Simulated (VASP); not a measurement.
# Li8Nb8CuO24 (a cell with a defect) in VASP: notebook

Li8Nb8CuO24 (a cell with a defect) is run at these levels: PBE; tasks: single point.

Everything below comes from runs of VASP 6.6.1. Logs are shortened: lines on timing, memory, paths and dates and some standing lists are left out, and cuts for length are marked.

## (1) The cell of the first run

The cell holds a defect, 41 atoms: a = 5.550 Å, b = 11.101 Å, c = 11.101 Å, α = 55.75°, β = 55.75°, γ = 55.75°.

## (2) Single point, PBE

INCAR reads:

```
PREC = Accurate
ENCUT = 520
EDIFF = 1E-6
ISMEAR = -1
SIGMA = 0.01
LREAL = Auto
LASPH = T
NELM = 100
ALGO = Normal
ISIF = 2
LWAVE = F
LCHARG = F
GGA = PE
NELECT = 282.0
NBANDS = 168
```

KPOINTS reads:

```
Automatic mesh
0
Gamma
  1 1 1
  0.25 0.25 0.25
```

POSCAR reads:

```
Li8Nb8CuO24
1.0
    2.5949501400      1.4981951600      4.6722232500
   -5.1899002700      2.9963903200      9.3444465000
    0.0000000000     -5.9927806400      9.3444465000
Li Nb O Cu
8 8 24 1
Direct
    0.6643936824      0.3889021704      0.3738653611
    0.2459763832      0.0945111514      0.0844264051
    0.7339180855      0.3568813932      0.8575050188
    0.2347559024      0.1197959170      0.6069014872
    0.7339249280      0.8660543288      0.3566011691
    0.2259450161      0.6101710797      0.1163991289
    0.7120870098      0.8604915419      0.8715237804
    0.2297067191      0.6073210118      0.6055504971
    0.9939373690      0.5069033658      0.4996335881
    0.5512359150      0.2519413952      0.2472299299
    1.0216624913      0.5026177940      0.9970509937
    0.5047397447      0.2531860735      0.7460676789
    1.0150520410      0.9816202953      0.5271373667
    0.5050110392      0.7563190548      0.2473374679
    1.0034339174      1.0015017079      0.9967314374
    0.5204698324      0.7459442500      0.7540537165
    0.2891866855      0.3299331280      0.4408817346
    0.6561101157      0.4482714340      0.1429168256
    0.8870054572      0.1142418745      0.3326336553
    0.4014770126      0.0728048345      0.3914988316
    0.7935320327      0.1978550658      0.0679101871
    0.1672484932      0.4060333323      0.1822588369
    0.2858654257      0.3212214955      0.9437338886
    0.6441354591      0.4464387135      0.6376621299
    0.8962367929      0.1408966942      0.8178464073
    0.3945618549      0.0728388449      0.8856768819
    0.7809147434      0.1976135898      0.5670476429
    0.1461894760      0.3925952899      0.6926702880
    0.2862054459      0.8209157479      0.4492683407
    0.6376634395      0.9519853127      0.1395253564
    0.8912188662      0.6446101751      0.3192859201
    0.3768369338      0.5830613108      0.3918597524
    0.7813407269      0.6978704870      0.0711106067
    0.1501913931      0.8947426607      0.1892614353
    0.2807685868      0.8198328026      0.9478837209
    0.6400940333      0.9443299189      0.6469405512
    0.8976809107      0.6407216000      0.8198449920
    0.4044279491      0.5698929092      0.8847277935
    0.7771179373      0.6994730363      0.5711898655
    0.1387049636      0.8868940105      0.7051786119
    1.1572128912      0.2096224778      0.2513294924
```

Potentials or basis: VASP PAW PBE potentials, release 64 (Li_sv, Nb_sv, O, Cu).

On the command line:

```
cat potpaw_PBE.64/Li_sv/POTCAR potpaw_PBE.64/Nb_sv/POTCAR potpaw_PBE.64/O/POTCAR potpaw_PBE.64/Cu/POTCAR > POTCAR
mpirun -np 1 vasp_std > vasp.out
```

OUTCAR:

```text
PREC = Accurate
   ENCUT = 520
   EDIFF = 1E-6
   ISMEAR = -1
   LREAL = Auto
   LASPH = T
   NELM = 100
   ISIF = 2
   GGA = PE
   NELECT = 282.0

 ion  position               nearest neighbor table
   1  0.664  0.389  0.374-  32 1.87  27 2.10  17 2.14  18 2.28  41 2.45
   2  0.246  0.095  0.084-  26 1.98  30 2.03  34 2.07  23 2.15  21 2.17  41 2.50
   3  0.734  0.357  0.858-  28 2.06  21 2.06  38 2.08  25 2.25
   4  0.235  0.120  0.607-  25 2.06  17 2.06  36 2.07  20 2.28
   5  0.734  0.866  0.357-  34 2.05  20 2.06  39 2.08
   6  0.226  0.610  0.116-  31 2.03  35 2.07  18 2.09  22 2.12
   7  0.712  0.860  0.872-  33 2.00  26 2.03  40 2.09  35 2.27
   8  0.230  0.607  0.606-  24 2.05  29 2.08  37 2.12  32 2.16  28 2.23
   9  0.994  0.507  0.500-  24 1.88  31 1.88  17 1.89  39 2.14  32 2.16  28 2.16
  10  0.551  0.252  0.247-  21 1.89  19 1.96  20 2.00  22 2.06  18 2.06  17 2.16  41 2.45
  11  0.022  0.503  0.997-  23 1.90  37 1.91  18 1.92  38 2.09  22 2.11  33 2.16  41 2.90
  12  0.505  0.253  0.746-  28 1.88  27 1.89  26 1.90  24 2.14  25 2.17  23 2.17
  13  0.015  0.982  0.527-  29 1.86  36 1.87  40 1.96  19 2.08  27 2.16  20 2.23  41 2.68
  14  0.505  0.756  0.247-  33 1.88  32 1.89  34 1.89  30 2.14  31 2.14  29 2.19
  15  0.003  0.002  0.997-  25 1.88  35 1.88  30 1.89  34 2.16  26 2.16  21 2.19
  16  0.520  0.746  0.754-  38 1.87  39 1.87  40 1.96  37 2.07  36 2.12  35 2.15
  17  0.289  0.330  0.441-   9 1.89   4 2.06   1 2.14  10 2.16
[... 8 lines left out ...]
  26  0.395  0.073  0.886-  12 1.90   2 1.98   7 2.03  15 2.16
  27  0.781  0.198  0.567-  12 1.89   1 2.10  13 2.16
  28  0.146  0.393  0.693-  12 1.88   3 2.06   9 2.16   8 2.23
  29  0.286  0.821  0.449-  13 1.86   8 2.08  14 2.19
  30  0.638  0.952  0.140-  15 1.89   2 2.03  14 2.14
  31  0.891  0.645  0.319-   9 1.88   6 2.03  14 2.14
  32  0.377  0.583  0.392-   1 1.87  14 1.89   8 2.16   9 2.16
  33  0.781  0.698  0.071-  14 1.88   7 2.00  11 2.16
  34  0.150  0.895  0.189-  14 1.89   5 2.05   2 2.07  15 2.16
  35  0.281  0.820  0.948-  15 1.88   6 2.07  16 2.15   7 2.27
  36  0.640  0.944  0.647-  13 1.87   4 2.07  16 2.12
  37  0.898  0.641  0.820-  11 1.91  16 2.07   8 2.12
  38  0.404  0.570  0.885-  16 1.87   3 2.08  11 2.09
  39  0.777  0.699  0.571-  16 1.87   5 2.08   9 2.14
  40  0.139  0.887  0.705-  16 1.96  13 1.96   7 2.09
  41  0.157  0.210  0.251-  19 1.84  22 1.88  20 1.99   1 2.45  10 2.45   2 2.50  13 2.68  11 2.90

  LATTYP: Found a base centered monoclinic cell.
 ALAT       =    15.1977748256
 B/A-ratio  =     0.6829815986
 C/A-ratio  =     0.3652177898
 COS(beta)  =    -0.0918250328

  Lattice vectors:

 A1 = (   7.7848504100,  -1.4981951600,  -4.6722232500)
 A2 = (   2.5949501400,   7.4909758000,  -4.6722232500)
 A3 = (   2.5949501400,   1.4981951600,   4.6722232500)

Analysis of symmetry for initial positions (statically):
=====================================================================
[... 189 lines left out ...]
   NELECT =     282.0000    total number of electrons
   NUPDOWN=      -1.0000    fix difference up-down
   EMIN   =  10.00;   EMAX   =-10.00  energy-range for DOS
   EFERMI =   0.00;   METHOD = LEGACY
   ISMEAR =    -1;   SIGMA  =   0.01  broadening in eV -4-tet -1-fermi 0-gaus
   EFERMI_NEDOS =   21; number of points for ismear=-14 and -15
   IALGO  =     38    algorithm
   IMIX   =      4    mixing-type and parameters
     AMIX     =   0.40;   BMIX     =  1.00
     AMIX_MAG =   1.60;   BMIX_MAG =  1.00
  volume/ion in A,a.u.               =      10.63        71.75
  Fermi-wavevector in a.u.,A,eV,Ry     =   1.415839  2.675547 27.274229  2.004599
  Thomas-Fermi vector in A             =   2.537236
   LORBIT       =      0    0 simple, 1 ext, 2 COOP (PROOUT), +10 PAW based schemes
   GGA     = PE    functional components
   LHFCALC =     F    Hartree Fock is set to
   AEXX    =    0.0000 exact exchange contribution
   IVDW    =     0    specifies the selected vdW correction
   LEPSILON=     F    determine dielectric tensor
   LRPA    =     F    only Hartree local field effects (RPA)
 non-spin polarized calculation
  energy-cutoff  :      520.00
  volume of cell :      435.95
 maximum number of plane-waves:     11741
 NGX is ok and might be reduce to    42
   NGX = 21   NGY = 41   NGZ = 41

 number of electron     281.9999993 magnetization

 Free energy of the ion-electron system (eV)
  ---------------------------------------------------
  ext. energy  EPLUGINS =         0.00000000
  ---------------------------------------------------
  free energy    TOTEN  =      -327.27552008 eV

  energy without entropy =     -327.27552008  energy(sigma->0) =     -327.27552008

 E-fermi :   5.3072     XC(G=0): -10.8291

 val. band max:        4.9530194752   @ k =   0.2500   0.2500   0.2500
 cond. band min:       7.1449218372   @ k =   0.2500   0.2500   0.2500
 fundamental gap:      2.1919023620
 Fermi energy:         5.3071704067

 k-point     1 :       0.2500    0.2500    0.2500
  band No.  band energies     occupation
      1     -50.7002      2.00000
      2     -50.6821      2.00000
      3     -50.6446      2.00000
      4     -50.6205      2.00000
      5     -50.5547      2.00000
      6     -50.5494      2.00000
[... 145 lines left out ...]
    152       8.1179      0.00000
    153       8.1450      0.00000
 [bands above 153 left out]

------------------------ aborting loop because EDIFF is reached ----------------------------------------

  FORCE on cell =-STRESS in cart. coord.  units (eV):
  Direction    XX          YY          ZZ          XY          YZ          ZX
  --------------------------------------------------------------------------------------
  -------------------------------------------------------------------------------------
  Total       -3.0928215     -2.0731794     -1.6939679     -0.4993222      2.0979682      1.9125977
  in kB      -11.3666686     -7.6193027     -6.2256331     -1.8350978      7.7104060      7.0291367
  external PRESSURE =      -8.4038681 kB  Pullay stress =       0.0000000 kB

 VOLUME and BASIS-vectors are now :
 -----------------------------------------------------------------------------
  energy-cutoff  :      520.00
  volume of cell :      435.95
      direct lattice vectors                 reciprocal lattice vectors
     2.594950140  1.498195160  4.672223250     0.192681930  0.111244964  0.071343623
    -5.189900270  2.996390320  9.344446500    -0.096340965  0.055622482  0.035671811
     0.000000000 -5.992780640  9.344446500     0.000000000 -0.111244964  0.035671811

 POSITION                                       TOTAL-FORCE (eV/Angst)
 -----------------------------------------------------------------------------------
     -0.29430     -0.07980     10.23184         0.118865     -0.078520      0.078039
      0.14779      0.14576      2.82133        -0.001627      0.012515     -0.043153
      0.05230     -2.96993     14.77680        -0.009419      0.003584     -0.000284
     -0.01255     -2.92636      7.88742         0.004284      0.000747     -0.003379
     -2.59024      1.55757     14.85410        -0.007637     -0.003704      0.005383
     -2.58041      1.46927      7.84506        -0.003772      0.000999      0.007612
[... 33 lines left out ...]
     -4.24296     -1.36069     15.52510         0.016452      0.006927      0.008322
     -0.67996     -0.64252      5.04187         0.139032      0.163821     -0.151307
 -----------------------------------------------------------------------------------
    total drift:                               -0.009121      0.000814      0.004929

  FREE ENERGIE OF THE ION-ELECTRON SYSTEM (eV)
  ---------------------------------------------------
  free  energy   TOTEN  =      -327.2755200797 eV

  energy  without entropy=     -327.2755200797  energy(sigma->0) =     -327.27552008
```

Wall time 9.5 min (1 thread of Intel Xeon 8259CL, shared host); peak memory 0.65 GiB.

Results:

- Free energy: -327.2755 eV
- Largest force: 0.263 eV/Å

Forces in eV/Å, atoms in the order of the input:
```
Li   0.119 -0.079  0.078
Li  -0.002  0.013 -0.043
Li  -0.009  0.004  0.000
Li   0.004  0.001 -0.003
Li  -0.008 -0.004  0.005
Li  -0.004  0.001  0.008
Li  -0.006  0.006 -0.004
Li  -0.007 -0.003  0.003
Nb   0.004  0.013  0.046
Nb  -0.004 -0.015  0.064
Nb  -0.030 -0.007  0.043
Nb  -0.004  0.004  0.026
Nb  -0.027  0.016  0.037
Nb  -0.009 -0.015  0.019
Nb   0.001 -0.008  0.029
Nb  -0.020  0.007  0.028
O    0.001 -0.005 -0.009
O    0.005 -0.020  0.006
O   -0.037 -0.088 -0.092
O   -0.004 -0.009  0.011
O    0.003 -0.006 -0.004
O   -0.037  0.028  0.036
O   -0.006  0.003 -0.007
O    0.008 -0.006 -0.008
O   -0.018 -0.003 -0.006
O   -0.020  0.007 -0.011
O   -0.014  0.003 -0.020
O   -0.001  0.009 -0.003
O    0.008  0.015 -0.013
O   -0.003  0.002 -0.004
O   -0.016 -0.004 -0.006
O   -0.009  0.003 -0.011
O    0.005 -0.002 -0.003
O    0.004  0.012 -0.019
O   -0.011  0.012 -0.007
O    0.012 -0.022 -0.006
O   -0.013 -0.020 -0.007
O   -0.016 -0.003 -0.006
O    0.006 -0.011 -0.003
O    0.016  0.007  0.008
Cu   0.139  0.164 -0.151
```

Caveat: the k points lie up to 1.14 Å⁻¹ apart, too coarse for converged energies, forces and pressures; the cell carries a net charge on a neutralising background, which shifts energy and pressure; the cell is charged against a uniform background, so pressure and absolute levels hang on convention; the cutoff is under 1.25 times the usual one of these potentials, so pressure, stress and relaxed cells hold a basis-set (Pulay) error.

[end of part 1 of 2]
